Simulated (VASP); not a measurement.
Here is a VASP 6.6.1 calculation.

INCAR

```
PREC = Accurate
ENCUT = 520
EDIFF = 1E-6
ISMEAR = 0
SIGMA = 0.1
LREAL = F
LASPH = T
NELM = 150
ALGO = Fast
ISIF = 2
LWAVE = F
LCHARG = F
ISPIN = 2
MAGMOM = 0.15 4.96
LORBIT = 11
LMAXMIX = 4
GGA = PE
NBANDS = 22
```

The input KPOINTS:

```
Automatic mesh
0
Gamma
  4 4 4
```

The input POSCAR:

```
CsCr
1.0
    4.6384717298      0.0000000000      0.0000000000
    0.0000000000      4.6384717298      0.0000000000
    0.0000000000      0.0000000000      4.6384717298
Cs Cr
1 1
Direct
    0.0000000000      0.0000000000      0.0000000000
    0.5000000000      0.5000000000      0.5000000000
```

Potentials or basis: VASP PAW PBE potentials, release 64 (Cs_sv, Cr_pv).

Launch:

```bash
$ cat potpaw_PBE.64/Cs_sv/POTCAR potpaw_PBE.64/Cr_pv/POTCAR > POTCAR
$ mpirun -np 1 vasp_std > vasp.out
```

**Question.** Predict the site moments.

**Answer.** Cs +0.02; Cr +4.26 μB.

**Question.** Predict the pressure.

**Answer.** 0.1 GPa.

**Question.** Estimate the net moment.

**Answer.** 5.06 μB per cell.
